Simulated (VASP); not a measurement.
# KBr (pbesol) (Fm-3m) in VASP: a series of runs

Runs on KBr (pbesol). Level: PBEsol. Tasks: single point, relaxation of cell and atoms.

All numbers are computed with VASP 6.6.1; they aren't measurements. Logs are shortened: lines on timing, memory, paths and dates and some standing lists are left out, and cuts for length are marked.

### 1 The cell of the first run

It takes space group Fm-3m (No. 225, cubic). Conventional cell: a = 6.549 Å, b = 6.549 Å, c = 6.549 Å, α = 90.00°, β = 90.00°, γ = 90.00°. Within 4.3 Å of K (site symmetry m-3m) lie 6 Br at 3.27 Å. Within 4.3 Å of Br (site symmetry m-3m) lie 6 K at 3.27 Å.

### 2 Single point, PBEsol

INCAR

```
SYSTEM = KBr
  PREC = Accurate
  ENCUT = 500
  EDIFF = 1E-6
  ISMEAR = 0
  SIGMA = 0.02
  LREAL = .FALSE.
  LASPH = .TRUE.
  NELM = 120
  ALGO = Normal
  ISIF = 2
  LWAVE = .FALSE.
  LCHARG = .TRUE.
  GGA = PS
  LELF = .TRUE.
  LVHAR = .TRUE.
  NBANDS = 15
  GGA_COMPAT = .FALSE.
```

KPOINTS

```
regular mesh
0
G
  6 6 6
  0 0 0
```

POSCAR

```
KBr
1.0
    0.0000000000      3.2745330856      3.2745330856
    3.2745330856      0.0000000000      3.2745330856
    3.2745330856      3.2745330856      0.0000000000
K Br
1 1
Direct
    0.0000000000      0.0000000000      0.0000000000
    0.5000000000      0.5000000000      0.5000000000
```

Potentials or basis: VASP PAW PBE potentials, release 64 (K_sv, Br).

Started as:

```sh
cat potpaw_PBE.64/K_sv/POTCAR potpaw_PBE.64/Br/POTCAR > POTCAR
mpirun -np 1 vasp_std > vasp.out
```

OUTCAR:

```text
SYSTEM = KBr
   PREC = Accurate
   ENCUT = 500
   EDIFF = 1E-6
   ISMEAR = 0
   LREAL = .FALSE.
   LASPH = .TRUE.
   NELM = 120
   ISIF = 2
   GGA = PS

 ion  position               nearest neighbor table
   1  0.000  0.000  0.000-   2 3.27   2 3.27   2 3.27   2 3.27   2 3.27   2 3.27
   2  0.500  0.500  0.500-   1 3.27   1 3.27   1 3.27   1 3.27   1 3.27   1 3.27

  LATTYP: Found a face centered cubic cell.
 ALAT       =     6.5490661712

  Lattice vectors:

 A1 = (   0.0000000000,   3.2745330856,   3.2745330856)
 A2 = (   3.2745330856,   0.0000000000,   3.2745330856)
 A3 = (   3.2745330856,   3.2745330856,   0.0000000000)

Analysis of symmetry for initial positions (statically):
=====================================================================
 Subroutine PRICEL returns:
 Original cell was already a primitive cell.

 Routine SETGRP: Setting up the symmetry group for a
 face centered cubic supercell.

 Subroutine GETGRP returns: Found 48 space group operations
 (whereof 48 operations were pure point group operations)
 out of a pool of 48 trial point group operations.

The static configuration has the point symmetry O_h .

Analysis of symmetry for dynamics (positions and initial velocities):
=====================================================================
 Subroutine PRICEL returns:
 Original cell was already a primitive cell.

 Routine SETGRP: Setting up the symmetry group for a
 face centered cubic supercell.

 Subroutine GETGRP returns: Found 48 space group operations
 (whereof 48 operations were pure point group operations)
 out of a pool of 48 trial point group operations.

The dynamic configuration has the point symmetry O_h .

 Subroutine INISYM returns: Found 48 space group operations
 (whereof 48 operations are pure point group operations),
 and found     1 'primitive' translations

----------------------------------------------------------------------------------------

                                     Primitive cell

  volume of cell :      70.2228

  direct lattice vectors                    reciprocal lattice vectors
     0.000000000  3.274533086  3.274533086    -0.152693525  0.152693525  0.152693525
     3.274533086  0.000000000  3.274533086     0.152693525 -0.152693525  0.152693525
     3.274533086  3.274533086  0.000000000     0.152693525  0.152693525 -0.152693525

  length of vectors
     4.630889100  4.630889100  4.630889100     0.264472944  0.264472944  0.264472944

  position of ions in fractional coordinates (direct lattice)
     0.000000000  0.000000000  0.000000000
     0.500000000  0.500000000  0.500000000

  ion indices of the primitive-cell ions
   primitive index   ion index
                 1           1
                 2           2

----------------------------------------------------------------------------------------

 KPOINTS: regular mesh

Automatic generation of k-mesh.
 Grid dimensions read from file:
 generate k-points for:    6    6    6

 Generating k-lattice:

  Cartesian coordinates                     Fractional coordinates (reciprocal lattice)
    -0.025448921  0.025448921  0.025448921     0.166666667  0.000000000  0.000000000
     0.025448921 -0.025448921  0.025448921     0.000000000  0.166666667  0.000000000
     0.025448921  0.025448921 -0.025448921     0.000000000  0.000000000  0.166666667

  Length of vectors
     0.044078824  0.044078824  0.044078824

  Shift w.r.t. Gamma in fractional coordinates (k-lattice)
     0.000000000  0.000000000  0.000000000

 Subroutine IBZKPT returns following result:
 ===========================================

 Found     16 irreducible k-points:

 Following reciprocal coordinates:
            Coordinates               Weight
  0.000000  0.000000  0.000000      1.000000
  0.166667  0.000000  0.000000      8.000000
  0.333333  0.000000  0.000000      8.000000
  0.500000  0.000000  0.000000      4.000000
  0.166667  0.166667  0.000000      6.000000
  0.333333  0.166667  0.000000     24.000000
[... 8 lines left out ...]
 -0.333333  0.333333  0.166667     24.000000
 -0.333333  0.500000  0.166667     12.000000
   k-points           NKPTS =     16   k-points in BZ     NKDIM =     16   number of bands    NBANDS=     15
   number of dos      NEDOS =    301   number of ions     NIONS =      2
   total plane-waves  NPLWV =  46656
   dimension x,y,z NGX =    36 NGY =   36 NGZ =   36
   dimension x,y,z NGXF=    72 NGYF=   72 NGZF=   72
   ions per type =               1   1
   NGX,Y,Z   is equivalent  to a cutoff of  12.92, 12.92, 12.92 a.u.
   NGXF,Y,Z  is equivalent  to a cutoff of  25.85, 25.85, 25.85 a.u.
 SYSTEM =  KBr
   PREC   = accura    normal or accurate (medium, high low for compatibility)
   ISTART =      0    job   : 0-new  1-cont  2-samecut
   ICHARG =      2    charge: 1-file 2-atom 10-const
   ISPIN  =      1    spin polarized calculation?
   LNONCOLLINEAR =      F non collinear calculations
   LSORBIT =      F    spin-orbit coupling
   LASPH  =      T    aspherical Exc in radial PAW
   ENCUT  =  500.0 eV  36.75 Ry    6.06 a.u.   8.44  8.44  8.44*2*pi/ulx,y,z
   NELM   =    120;   NELMIN=  2; NELMDL= -5     # of ELM steps
   EDIFF  = 0.1E-05   stopping-criterion for ELM
   LREAL  =      F    real-space projection
[... 7 lines left out ...]
   TEBEG  =    0.0;   TEEND  =   0.0 temperature during run
   PSTRESS=    0.0 pullay stress
   NELECT =      16.0000    total number of electrons
   NUPDOWN=      -1.0000    fix difference up-down
   EMIN   =  10.00;   EMAX   =-10.00  energy-range for DOS
   EFERMI =   0.00;   METHOD = LEGACY
   ISMEAR =     0;   SIGMA  =   0.02  broadening in eV -4-tet -1-fermi 0-gaus
   EFERMI_NEDOS =   21; number of points for ismear=-14 and -15
   IALGO  =     38    algorithm
   IMIX   =      4    mixing-type and parameters
     AMIX     =   0.40;   BMIX     =  1.00
     AMIX_MAG =   1.60;   BMIX_MAG =  1.00
  volume/ion in A,a.u.               =      35.11       236.94
  Fermi-wavevector in a.u.,A,eV,Ry     =   0.999897  1.889532 13.603035  0.999795
  Thomas-Fermi vector in A             =   2.132218
   LORBIT       =      0    0 simple, 1 ext, 2 COOP (PROOUT), +10 PAW based schemes
   GGA     = PS    functional components
   LHFCALC =     F    Hartree Fock is set to
   AEXX    =    0.0000 exact exchange contribution
   IVDW    =     0    specifies the selected vdW correction
   LEPSILON=     F    determine dielectric tensor
   LRPA    =     F    only Hartree local field effects (RPA)
 non-spin polarized calculation
 Gauss-broadening in eV      SIGMA  =   0.02
  energy-cutoff  :      500.00
  volume of cell :       70.22
 maximum number of plane-waves:      1807
 NGX is ok and might be reduce to    36
   NGX = 17   NGY = 17   NGZ = 17

 number of electron      16.0000000 magnetization

 Free energy of the ion-electron system (eV)
  ---------------------------------------------------
  ext. energy  EPLUGINS =         0.00000000
  ---------------------------------------------------
  free energy    TOTEN  =        -6.45979923 eV

  energy without entropy =       -6.45979923  energy(sigma->0) =       -6.45979923

 E-fermi :  -1.6087     XC(G=0):  -7.6435

 val. band max:       -1.7340707968   @ k =   0.0000   0.0000   0.0000
 cond. band min:       2.6017641174   @ k =   0.0000   0.0000   0.0000
 fundamental gap:      4.3358349142
 Fermi energy:        -1.6087250558

 k-point     1 :       0.0000    0.0000    0.0000
  band No.  band energies     occupation
      1     -29.2976      2.00000
      2     -14.0699      2.00000
      3     -12.8423      2.00000
      4     -12.8423      2.00000
      5     -12.8423      2.00000
      6      -1.7341      2.00000
      7      -1.7341      2.00000
      8      -1.7341      2.00000
      9       2.6018      0.00000
     10       5.7949      0.00000
     11       5.7949      0.00000
     12       5.7949      0.00000
     13       6.6492      0.00000
     14       6.6492      0.00000
     15       9.7115      0.00000

 k-point     2 :       0.1667    0.0000    0.0000
  band No.  band energies     occupation
      1     -29.2959      2.00000
      2     -14.1173      2.00000
      3     -12.8439      2.00000
      4     -12.8439      2.00000
      5     -12.7761      2.00000
      6      -2.1281      2.00000
      7      -1.8303      2.00000
      8      -1.8303      2.00000
      9       3.2820      0.00000
     10       5.6418      0.00000
     11       6.1298      0.00000
     12       6.1298      0.00000
     13       7.0236      0.00000
     14       7.0236      0.00000
     15      10.6732      0.00000

 k-point     3 :       0.3333    0.0000    0.0000
  band No.  band energies     occupation
      1     -29.2926      2.00000
      2     -14.2005      2.00000
      3     -12.8469      2.00000
      4     -12.8469      2.00000
      5     -12.6543      2.00000
      6      -2.7372      2.00000
      7      -2.0101      2.00000
      8      -2.0101      2.00000
      9       4.3836      0.00000
     10       5.9289      0.00000
     11       7.0259      0.00000
     12       7.0259      0.00000
     13       7.9625      0.00000
     14       7.9625      0.00000
     15       9.8425      0.00000
[... 199 lines left out ...]
 k-point    15 :      -0.3333    0.3333    0.1667
  band No.  band energies     occupation
      1     -29.2894      2.00000
      2     -14.1081      2.00000
      3     -12.8985      2.00000
      4     -12.8838      2.00000
      5     -12.7202      2.00000
      6      -2.6141      2.00000
      7      -2.2949      2.00000
      8      -2.1578      2.00000
      9       5.3810      0.00000
     10       5.7721      0.00000
     11       6.8264      0.00000
     12       7.4337      0.00000
     13       8.6412      0.00000
     14       8.9328      0.00000
     15       9.3933      0.00000

 k-point    16 :      -0.3333    0.5000    0.1667
  band No.  band energies     occupation
      1     -29.2890      2.00000
      2     -14.0357      2.00000
      3     -12.9307      2.00000
      4     -12.8992      2.00000
      5     -12.7813      2.00000
      6      -2.4817      2.00000
      7      -2.2426      2.00000
      8      -2.2083      2.00000
      9       4.7406      0.00000
     10       6.1810      0.00000
     11       6.5012      0.00000
     12       7.5243      0.00000
     13       8.2872      0.00000
     14       9.1373      0.00000
     15       9.6414      0.00000

------------------------ aborting loop because EDIFF is reached ----------------------------------------

  FORCE on cell =-STRESS in cart. coord.  units (eV):
  Direction    XX          YY          ZZ          XY          YZ          ZX
  --------------------------------------------------------------------------------------
  -------------------------------------------------------------------------------------
  Total        0.0267689      0.0267689      0.0267689      0.0000000      0.0000000     -0.0000000
  in kB        0.6107491      0.6107491      0.6107491      0.0000000      0.0000000     -0.0000000
  external PRESSURE =       0.6107491 kB  Pullay stress =       0.0000000 kB

 VOLUME and BASIS-vectors are now :
 -----------------------------------------------------------------------------
  energy-cutoff  :      500.00
  volume of cell :       70.22
      direct lattice vectors                 reciprocal lattice vectors
     0.000000000  3.274533086  3.274533086    -0.152693525  0.152693525  0.152693525
     3.274533086  0.000000000  3.274533086     0.152693525 -0.152693525  0.152693525
     3.274533086  3.274533086  0.000000000     0.152693525  0.152693525 -0.152693525

 POSITION                                       TOTAL-FORCE (eV/Angst)
 -----------------------------------------------------------------------------------
      0.00000      0.00000      0.00000         0.000000      0.000000      0.000000
      3.27453      3.27453      3.27453        -0.000000     -0.000000     -0.000000
 -----------------------------------------------------------------------------------
    total drift:                                0.000000      0.000000      0.000000

  FREE ENERGIE OF THE ION-ELECTRON SYSTEM (eV)
  ---------------------------------------------------
  free  energy   TOTEN  =        -6.4597992271 eV

  energy  without entropy=       -6.4597992271  energy(sigma->0) =       -6.45979923
```

Run time: 25 s. Hardware: 1 thread of Intel Xeon 8259CL, shared host; peak memory 0.2 GiB.

Results:

| Quantity | Value |
| --- | --- |
| Free energy | -6.4598 eV |
| Pressure | 0.1 GPa |
| Band gap on the k mesh | 4.34 eV, direct |

Caveat: the PAW data sets were made with another functional, which shifts forces and pressure a little.

(Part 1 of 2 ends here.)
